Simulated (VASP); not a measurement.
# Ru (P6_3/mmc) in VASP: single point with PBEsol

Aim: the single point of Ru with PBEsol.

Program: VASP 6.6.1. These are calculated values, not measurements. Logs are shortened: lines on timing, memory, paths and dates and some standing lists are left out, and cuts for length are marked.

**1. The cell of the first run**

It takes space group P6_3/mmc (No. 194, hexagonal). The conventional cell has a = 2.692 Å, b = 2.692 Å, c = 4.246 Å, α = 90.00°, β = 90.00°, γ = 120.00°. Within 3.5 Å of Ru (site symmetry -6m2) lie 12 Ru at 2.63 to 2.69 Å.

**2. Single point, PBEsol**

The input, INCAR:

```
SYSTEM = Ru
PREC = Accurate
ENCUT = 520
EDIFF = 1E-7
ISMEAR = -1
SIGMA = 0.1
LREAL = .False.
LASPH = .True.
NELM = 80
ALGO = Normal
ISIF = 2
LWAVE = .False.
LCHARG = .False.
GGA = PS
NBANDS = 21
```

The input, KPOINTS:

```
Automatic mesh
0
Gamma
  16 16 8
  0 0 0
```

The input, POSCAR:

```
Ru
1.0
    2.6921595030      0.0000000000      0.0000000000
   -1.3460797515      2.3314785206      0.0000000000
    0.0000000000      0.0000000000      4.2459623370
Ru
2
Direct
    0.3333333333      0.6666666667      0.2500000000
    0.6666666667      0.3333333333      0.7500000000
```

Potentials or basis: VASP PAW PBE potentials, release 64 (Ru_pv).

On the command line:

```bash
cat potpaw_PBE.64/Ru_pv/POTCAR > POTCAR
mpirun -np 1 vasp_std > vasp.out
```

OUTCAR:

```text
SYSTEM = Ru
   PREC = Accurate
   ENCUT = 520
   EDIFF = 1E-7
   ISMEAR = -1
   LREAL = .False.
   LASPH = .True.
   NELM = 80
   ISIF = 2
   GGA = PS

 ion  position               nearest neighbor table
   1  0.333  0.667  0.250-   2 2.63   2 2.63   2 2.63   2 2.63   2 2.63   2 2.63
   2  0.667  0.333  0.750-   1 2.63   1 2.63   1 2.63   1 2.63   1 2.63   1 2.63

  LATTYP: Found a hexagonal cell.
 ALAT       =     2.6921595030
 C/A-ratio  =     1.5771585347

  Lattice vectors:

 A1 = (   2.6921595030,   0.0000000000,   0.0000000000)
 A2 = (  -1.3460797515,   2.3314785206,   0.0000000000)
 A3 = (   0.0000000000,   0.0000000000,   4.2459623370)

Analysis of symmetry for initial positions (statically):
=====================================================================
 Subroutine PRICEL returns:
 Original cell was already a primitive cell.

 Routine SETGRP: Setting up the symmetry group for a
 hexagonal supercell.

 Subroutine GETGRP returns: Found 24 space group operations
 (whereof 12 operations were pure point group operations)
 out of a pool of 24 trial point group operations.

The static configuration has the point symmetry D_3d.
 The point group associated with its full space group is D_6h.

Analysis of symmetry for dynamics (positions and initial velocities):
=====================================================================
 Subroutine PRICEL returns:
 Original cell was already a primitive cell.

 Routine SETGRP: Setting up the symmetry group for a
 hexagonal supercell.

 Subroutine GETGRP returns: Found 24 space group operations
 (whereof 12 operations were pure point group operations)
 out of a pool of 24 trial point group operations.

The dynamic configuration has the point symmetry D_3d.
 The point group associated with its full space group is D_6h.

 Subroutine INISYM returns: Found 24 space group operations
 (whereof 12 operations are pure point group operations),
 and found     1 'primitive' translations

----------------------------------------------------------------------------------------

                                     Primitive cell

  volume of cell :      26.6507

  direct lattice vectors                    reciprocal lattice vectors
     2.692159503  0.000000000  0.000000000     0.371449017  0.214456190  0.000000000
    -1.346079752  2.331478521  0.000000000     0.000000000  0.428912379  0.000000000
     0.000000000  0.000000000  4.245962337     0.000000000  0.000000000  0.235517869

  length of vectors
     2.692159503  2.692159503  4.245962337     0.428912379  0.428912379  0.235517869

  position of ions in fractional coordinates (direct lattice)
     0.333333333  0.666666667  0.250000000
     0.666666667  0.333333333  0.750000000

  ion indices of the primitive-cell ions
   primitive index   ion index
                 1           1
                 2           2

----------------------------------------------------------------------------------------

 KPOINTS: Automatic mesh

Automatic generation of k-mesh.
 Grid dimensions read from file:
 generate k-points for:   16   16    8

 Generating k-lattice:

  Cartesian coordinates                     Fractional coordinates (reciprocal lattice)
     0.023215564  0.013403512  0.000000000     0.062500000  0.000000000  0.000000000
     0.000000000  0.026807024  0.000000000     0.000000000  0.062500000  0.000000000
     0.000000000  0.000000000  0.029439734     0.000000000  0.000000000  0.125000000

  Length of vectors
     0.026807024  0.026807024  0.029439734

  Shift w.r.t. Gamma in fractional coordinates (k-lattice)
     0.000000000  0.000000000  0.000000000

 Subroutine IBZKPT returns following result:
 ===========================================

 Found    150 irreducible k-points:

 Following reciprocal coordinates:
            Coordinates               Weight
  0.000000  0.000000  0.000000      1.000000
  0.062500  0.000000  0.000000      6.000000
  0.125000  0.000000  0.000000      6.000000
  0.187500 -0.000000  0.000000      6.000000
  0.250000  0.000000  0.000000      6.000000
  0.312500  0.000000  0.000000      6.000000
[... 16 lines left out ...]
  0.187500  0.187500  0.000000      6.000000
  0.250000  0.187500  0.000000     12.000000
 [... further k-points ...]
   k-points           NKPTS =    150   k-points in BZ     NKDIM =    150   number of bands    NBANDS=     21
   number of dos      NEDOS =    301   number of ions     NIONS =      2
   total plane-waves  NPLWV =  12800
   dimension x,y,z NGX =    20 NGY =   20 NGZ =   32
   dimension x,y,z NGXF=    40 NGYF=   40 NGZF=   64
   ions per type =               2
   NGX,Y,Z   is equivalent  to a cutoff of  12.35, 12.35, 12.53 a.u.
   NGXF,Y,Z  is equivalent  to a cutoff of  24.70, 24.70, 25.06 a.u.
 SYSTEM =  Ru
   PREC   = accura    normal or accurate (medium, high low for compatibility)
   ISTART =      0    job   : 0-new  1-cont  2-samecut
   ICHARG =      2    charge: 1-file 2-atom 10-const
   ISPIN  =      1    spin polarized calculation?
   LNONCOLLINEAR =      F non collinear calculations
   LSORBIT =      F    spin-orbit coupling
   LASPH  =      T    aspherical Exc in radial PAW
   ENCUT  =  520.0 eV  38.22 Ry    6.18 a.u.   5.01  5.01  7.89*2*pi/ulx,y,z
   NELM   =     80;   NELMIN=  2; NELMDL= -5     # of ELM steps
   EDIFF  = 0.1E-06   stopping-criterion for ELM
   LREAL  =      F    real-space projection
   EDIFFG = 0.1E-05   stopping-criterion for IOM
   NSW    =      0    number of steps for IOM
   IBRION =     -1    ionic relax: 0-MD 1-quasi-New 2-CG
   NFREE  =      0    steps in history (QN), initial steepest desc. (CG)
   ISIF   =      2    stress and relaxation
   ISYM   =      2    0-nonsym 1-usesym 2-fastsym
   POTIM  = 0.5000    time-step for ionic-motion
   TEBEG  =    0.0;   TEEND  =   0.0 temperature during run
   PSTRESS=    0.0 pullay stress
   NELECT =      28.0000    total number of electrons
   NUPDOWN=      -1.0000    fix difference up-down
   EMIN   =  10.00;   EMAX   =-10.00  energy-range for DOS
   EFERMI =   0.00;   METHOD = LEGACY
   ISMEAR =    -1;   SIGMA  =   0.10  broadening in eV -4-tet -1-fermi 0-gaus
   EFERMI_NEDOS =   21; number of points for ismear=-14 and -15
   IALGO  =     38    algorithm
   IMIX   =      4    mixing-type and parameters
     AMIX     =   0.40;   BMIX     =  1.00
     AMIX_MAG =   1.60;   BMIX_MAG =  1.00
  volume/ion in A,a.u.               =      13.33        89.92
  Fermi-wavevector in a.u.,A,eV,Ry     =   1.664274  3.145021 37.685507  2.769807
  Thomas-Fermi vector in A             =   2.750846
   LORBIT       =      0    0 simple, 1 ext, 2 COOP (PROOUT), +10 PAW based schemes
   GGA     = PS    functional components
   LHFCALC =     F    Hartree Fock is set to
   AEXX    =    0.0000 exact exchange contribution
   IVDW    =     0    specifies the selected vdW correction
   LEPSILON=     F    determine dielectric tensor
   LRPA    =     F    only Hartree local field effects (RPA)
 non-spin polarized calculation
  energy-cutoff  :      520.00
  volume of cell :       26.65
 maximum number of plane-waves:       733
 NGX is ok and might be reduce to    20
   NGX =  9   NGY =  9   NGZ = 15

 number of electron      27.9999997 magnetization

 Free energy of the ion-electron system (eV)
  ---------------------------------------------------
  ext. energy  EPLUGINS =         0.00000000
  ---------------------------------------------------
  free energy    TOTEN  =       -20.36983090 eV

  energy without entropy =      -20.31937482  energy(sigma->0) =      -20.34460286

 E-fermi :  13.0757     XC(G=0): -14.3965

 val. band max:       13.0730712488   @ k =   0.0625   0.0000   0.3750
 cond. band min:      13.0772899531   @ k =   0.1875   0.0625   0.3750
 fundamental gap:      0.0042187043
 Fermi energy:        13.0757481692

 k-point     1 :       0.0000    0.0000    0.0000
  band No.  band energies     occupation
      1     -30.6355      2.00000
      2     -29.6352      2.00000
      3     -29.6352      2.00000
      4     -29.4508      2.00000
      5     -29.4508      2.00000
      6     -29.4037      2.00000
[... 13 lines left out ...]
     20      23.3047      0.00000
     21      23.6359      0.00000

 k-point     2 :       0.0625    0.0000    0.0000
  band No.  band energies     occupation
      1     -30.6212      2.00000
      2     -29.6654      2.00000
      3     -29.6455      2.00000
      4     -29.4824      2.00000
      5     -29.4548      2.00000
      6     -29.4104      2.00000
[... 13 lines left out ...]
     20      23.3047      0.00000
     21      23.6161      0.00000

 k-point     3 :       0.1250    0.0000    0.0000
  band No.  band energies     occupation
      1     -30.5794      2.00000
      2     -29.7515      2.00000
      3     -29.6742      2.00000
      4     -29.5714      2.00000
      5     -29.4667      2.00000
      6     -29.4306      2.00000
[... 13 lines left out ...]
     20      23.3046      0.00000
     21      23.5521      0.00000

 k-point     4 :       0.1875   -0.0000    0.0000
  band No.  band energies     occupation
      1     -30.5133      2.00000
      2     -29.8804      2.00000
      3     -29.7158      2.00000
      4     -29.7015      2.00000
      5     -29.4857      2.00000
      6     -29.4643      2.00000
[... 13 lines left out ...]
     20      23.3045      0.00000
     21      23.4540      0.00000

 k-point     5 :       0.2500    0.0000    0.0000
  band No.  band energies     occupation
      1     -30.4282      2.00000
      2     -30.0324      2.00000
      3     -29.8505      2.00000
      4     -29.7633      2.00000
      5     -29.5111      2.00000
      6     -29.5094      2.00000
[... 13 lines left out ...]
     20      23.3043      0.00000
     21      23.3738      0.00000
[... 382 lines left out ...]
     20      23.3024      0.00000
     21      24.3610      0.00000

 k-point    22 :       0.4375    0.1250    0.0000
  band No.  band energies     occupation
      1     -30.3941      2.00000
      2     -30.1884      2.00000
      3     -30.0852      2.00000
      4     -29.9435      2.00000
      5     -29.7459      2.00000
      6     -29.6532      2.00000
[... 13 lines left out ...]
     20      23.3008      0.00000
     21      24.5915      0.00000

 k-point    23 :       0.1875    0.1875    0.0000
  band No.  band energies     occupation
      1     -30.3075      2.00000
      2     -30.0985      2.00000
      3     -30.0960      2.00000
      4     -29.7957      2.00000
      5     -29.6221      2.00000
      6     -29.5843      2.00000
[... 13 lines left out ...]
     20      23.3037      0.00000
     21      23.4143      0.00000

 k-point    24 :       0.2500    0.1875    0.0000
  band No.  band energies     occupation
      1     -30.2165      2.00000
      2     -30.2138      2.00000
      3     -30.1387      2.00000
      4     -29.8689      2.00000
      5     -29.6758      2.00000
      6     -29.6478      2.00000
[... 13 lines left out ...]
     20      23.4367      0.00000
     21      24.1887      0.00000

 [... further k-points ...]
[... 5 lines left out ...]
  --------------------------------------------------------------------------------------
  -------------------------------------------------------------------------------------
  Total       -0.0108074     -0.0108074     -0.0050149      0.0000000     -0.0000000      0.0000000
  in kB       -0.6497183     -0.6497183     -0.3014860      0.0000000     -0.0000000      0.0000000
  external PRESSURE =      -0.5336408 kB  Pullay stress =       0.0000000 kB

 VOLUME and BASIS-vectors are now :
 -----------------------------------------------------------------------------
  energy-cutoff  :      520.00
  volume of cell :       26.65
      direct lattice vectors                 reciprocal lattice vectors
     2.692159503  0.000000000  0.000000000     0.371449017  0.214456190  0.000000000
    -1.346079752  2.331478521  0.000000000     0.000000000  0.428912379  0.000000000
     0.000000000  0.000000000  4.245962337     0.000000000  0.000000000  0.235517869

 POSITION                                       TOTAL-FORCE (eV/Angst)
 -----------------------------------------------------------------------------------
     -0.00000      1.55432      1.06149         0.000000     -0.000000      0.000000
      1.34608      0.77716      3.18447        -0.000000      0.000000      0.000000
 -----------------------------------------------------------------------------------
    total drift:                               -0.000000      0.000000     -0.000000

  FREE ENERGIE OF THE ION-ELECTRON SYSTEM (eV)
  ---------------------------------------------------
  free  energy   TOTEN  =       -20.3698309022 eV

  energy  without entropy=      -20.3193748226  energy(sigma->0) =      -20.34460286
```

Run time: 33 s. Hardware: 1 thread of AMD EPYC 9R14 (Zen 4), shared host; peak memory 0.15 GiB.

What came out:

- Free energy: -20.3698 eV
- Pressure: -0.1 GPa
- Band gap on the k mesh: zero (band 14 reaches 14.72 eV, above the bottom of band 15 at 11.43 eV)

Levels at points of the mesh, in eV from the Fermi level:
```csv
k point,band 10,band 11,band 12,band 13,band 14,band 15,band 16,band 17,band 18,band 19
"(0.00, 0.00, 0.00)",-2.72,-2.50,-2.00,-2.00,-1.49,-1.49,1.20,1.20,1.27,10.19
"(0.50, 0.00, 0.00)",-3.16,-2.15,-1.90,-1.58,1.44,1.88,1.98,4.12,6.19,10.22
"(0.00, 0.00, 0.50)",-2.89,-2.89,-2.89,-2.81,-2.81,0.55,0.55,0.55,0.55,10.23
"(0.50, 0.00, 0.50)",-4.69,-1.13,-1.13,0.41,0.41,1.70,1.70,3.41,3.41,10.21
```

Caveat: the PAW data sets were made with another functional, which shifts forces and pressure a little.
